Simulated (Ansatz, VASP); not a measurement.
# Two plane-wave programs on Ge

File INCAR:

```
SYSTEM = Ge
PREC     = Accurate       ! precision mode
ENCUT    = 520            ! plane-wave cutoff, eV
EDIFF    = 1E-6           ! SCF threshold, eV
ISMEAR   = 0              ! smearing method
SIGMA    = 0.1            ! smearing width, eV
LREAL    = .FALSE.        ! projectors in reciprocal space
LASPH    = .TRUE.         ! aspherical terms in the spheres
NELM     = 60             ! most SCF steps
ALGO     = Normal         ! electronic algorithm
ISIF     = 2              ! what is computed and relaxed
LWAVE    = .FALSE.        ! write WAVECAR
LCHARG   = .FALSE.        ! write CHGCAR
LDIPOL   = .TRUE.       
IDIPOL   = 3            
DIPOL    = 0.5 0.5 0.500
GGA      = PE             ! functional
NBANDS   = 21             ! bands
```

File KPOINTS:

```
regular mesh
0
G
  12 12 1
  0 0 0
```

The input POSCAR:

```
Ge
1.0
    4.1810000000      0.0000000000      0.0000000000
   -2.0905000000      3.6208522132      0.0000000000
    0.0000000000      0.0000000000     28.0000000000
Ge
2
Direct
    0.3333333333      0.6666666667      0.5077857143
    0.6666666667      0.3333333333      0.4922142857
```

Input for Ansatz:

```yaml
crystal:
  lattice:
    - [4.181, 0.0, 0.0]
    - [-2.0905, 3.6208522132, 0.0]
    - [0.0, 0.0, 28.0]
  atoms:
    - { symbol: Ge, position: [0.3333333333, 0.6666666667, 0.5077857143] }
    - { symbol: Ge, position: [0.6666666667, 0.3333333333, 0.4922142857] }
  periodic: [true, true, false]
basis:
  ecutwfc: 420
kpoints:
  mp_grid: { grid: [12, 12, 1] }
hamiltonian:
  xc: pbe
  pseudopotentials: { kind: paw, azcp: { folder: soft_1 } }
scf:
  occupations: { method: gaussian, width: 0.1 }
output:
  forces: true
  stress: true
  eigenvalues: true
  write_density: true
  write_potential: true
  elf: true
  volumetric_format: npy
```

Alike in both runs: task single point; functional PBE; k mesh 12 × 12 × 1; occupations gaussian, width 0.1 eV; no spin polarisation.

|  | VASP | Ansatz |
| --- | --- | --- |
| version | VASP 6.6.1 | Ansatz 0.2.0 |
| potentials or method | VASP PAW PBE potentials, release 64 (Ge_d), cutoff 520 eV | scalar-relativistic, plane waves, PAW |
| valence electrons in the cell | 28 | 28 |

```csv
,VASP,Ansatz,Ansatz less VASP
gap on the k mesh at the Fermi level (eV),none,none,-
rms of the force components (eV/Å),0.277,0.278,+0.0009
```

Atom by atom the forces differ by 0.001 eV/Å (rms over components). A gap of «none» marks a metal or a gap that the smearing closes. Ansatz's warnings: xc potential rough in thin density.
